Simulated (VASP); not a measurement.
Crystal: TiAl3.

```
CELL_PARAMETERS angstrom
-1.87209 1.87209 4.19328
1.87209 -1.87209 4.19328
1.87209 1.87209 -4.19328
ATOMIC_POSITIONS crystal
Ti 0.00000 0.00000 0.00000
Al 0.25000 0.75000 0.50000
Al 0.75000 0.25000 0.50000
Al 0.50000 0.50000 0.00000
```

Base run:

```yaml
Program: VASP 6.6.1
Functional: r2SCAN
Potentials_or_basis: VASP PAW PBE potentials, release 64 (Ti_sv, Al)
Cutoff: 520 eV
k_mesh: 10 × 10 × 10
Occupations: fermi-dirac, width 0.05 eV
Spin: no spin polarisation
```

Its results: pressure 8.1 GPa.

Problem. The run is repeated on the same cell with these changes: functional from r2SCAN to PBE. What comes out?

Solution. Pressure 10.0 GPa.

Caveats: the PAW data sets were made with another functional, which shifts forces and pressure a little (some runs).
